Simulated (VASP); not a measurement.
Set up this calculation in VASP 6.6.1, as the native input.

```
Task                   : relaxation of cell and atoms
Functional             : PBE
Potentials or basis    : VASP PAW PBE potentials, release 64 (Sc_sv, Ga_d, As)
Cutoff                 : 500 eV
k mesh                 : 6 × 6 × 2
Occupations            : gaussian, width 0.1 eV
Spin                   : no spin polarisation
Dipole correction      : no
Further INCAR settings : ALGO = Normal; EDIFF = 1e-07; IBRION = 2; EDIFFG = -0.04; NSW = 90; ISIF = 3
```

The structure of Sc2GaAs3 lies in POSCAR:

```
Sc2GaAs3
1.0
    4.2808967300      0.0000000000      0.0000000000
   -2.1404483700      3.7073653200      0.0000000000
    0.0000000000      0.0000000000      8.7999820600
Sc Ga As
2 1 3
Direct
    0.0000000000      0.0000000000      0.6932615900
    0.0000000000      0.0000000000      0.3067384100
    0.3333333300      0.6666666700      0.0000000000
    0.3333333300      0.6666666700      0.5000000000
    0.6666666700      0.3333333300      0.5000000000
    0.0000000000      0.0000000000      0.0000000000
```

The cell was generated, and may not be a known phase.

The input as run:

INCAR

```
ALGO     = Normal         # electronic algorithm
EDIFF    = 1E-7           # SCF threshold, eV
EDIFFG   = -0.04          # ionic threshold
ENCUT    = 500            # plane-wave cutoff, eV
GGA      = PE             # functional
GGA_COMPAT= False        
IBRION   = 2              # ionic algorithm
ISIF     = 3              # what is computed and relaxed
ISMEAR   = 0              # smearing method
LASPH    = True           # aspherical terms in the spheres
LCHARG   = False          # write CHGCAR
LREAL    = False          # projectors in reciprocal space
LWAVE    = False          # write WAVECAR
NELM     = 120            # most SCF steps
NELMIN   = 4            
NSW      = 90             # ionic steps
PREC     = Accurate       # precision mode
SIGMA    = 0.1            # smearing width, eV
```

KPOINTS

```
k-points
0
Gamma
  6 6 2
```

Potentials or basis: VASP PAW PBE potentials, release 64 (Sc_sv, Ga_d, As).

The run is started by

```console
$ cat potpaw_PBE.64/Sc_sv/POTCAR potpaw_PBE.64/Ga_d/POTCAR potpaw_PBE.64/As/POTCAR > POTCAR
$ mpirun -np 1 vasp_std > vasp.out
```

It gave:

```yaml
Relaxed_volume: 23.87 Å³/atom
Relaxed_cell: a = 4.513 Å, b = 4.513 Å, c = 8.121 Å, α = 90.00°, β = 90.00°, γ = 120.00°
Space_group_after_relaxing_to_0.1_Å: P-6m2 (No. 187)
Energy_gained_by_relaxing: 81.0 meV/atom
Ionic_steps: 11
Pressure_after_relaxing: -0.1 GPa
Largest_force_after_relaxing: 0.007 eV/Å
Band_gap_on_the_k_mesh: zero (bands 25 and 26 overlap by 0.91 eV)
```

Wall time 11 min on 1 thread of Intel(R) Xeon(R) 6975P-C (Granite Rapids), on a shared host, peak memory 0.28 GiB.
